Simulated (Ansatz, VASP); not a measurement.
**Si2SnB3 in VASP and in Ansatz**

```
Si Sn B
1.0
     2.67862   -4.61675    0.00000
     2.67862    4.61675    0.00000
     0.00000    0.00000    2.99786
Si Sn B
2 1 3
Direct
  0.50000 0.00000 0.50000
  0.00000 0.50000 0.50000
  0.00000 0.00000 0.00000
  0.59890 0.40110 0.00000
  0.40110 0.59890 0.00000
  0.50000 0.50000 0.50000
```

Change from the starting cell: species swapped into the LaAl2Ag3 type (Cmmm, No. 65).

Alike in both runs: functional PBE; k mesh 4 × 4 × 4; occupations gaussian, width 0.1 eV; no spin polarisation.

Ansatz relaxed the structure, and its values are those at the end. VASP's run is a single point on that final structure, the one shown.

```csv
,VASP,Ansatz
version,VASP 6.6.1,Ansatz 0.2.0
potentials or method,"VASP PAW PBE potentials, release 64 (Si, Sn_d, B), cutoff 520 eV","scalar-relativistic, plane waves, PAW"
valence electrons in the cell,31,31
```

```tsv
	VASP	Ansatz	Ansatz less VASP
gap on the k mesh at the Fermi level (eV)	none	none	-
pressure (GPa)	-0.1	-0.1	+0.02
rms of the force components (eV/Å)	0.006	0.006	+0.0007
```

A gap of «none» marks a metal or a gap that the smearing closes. With one functional, cell and mesh, what is left measures potentials, basis and numerics.

The k mesh is coarse, so the values compare programs but aren't converged.
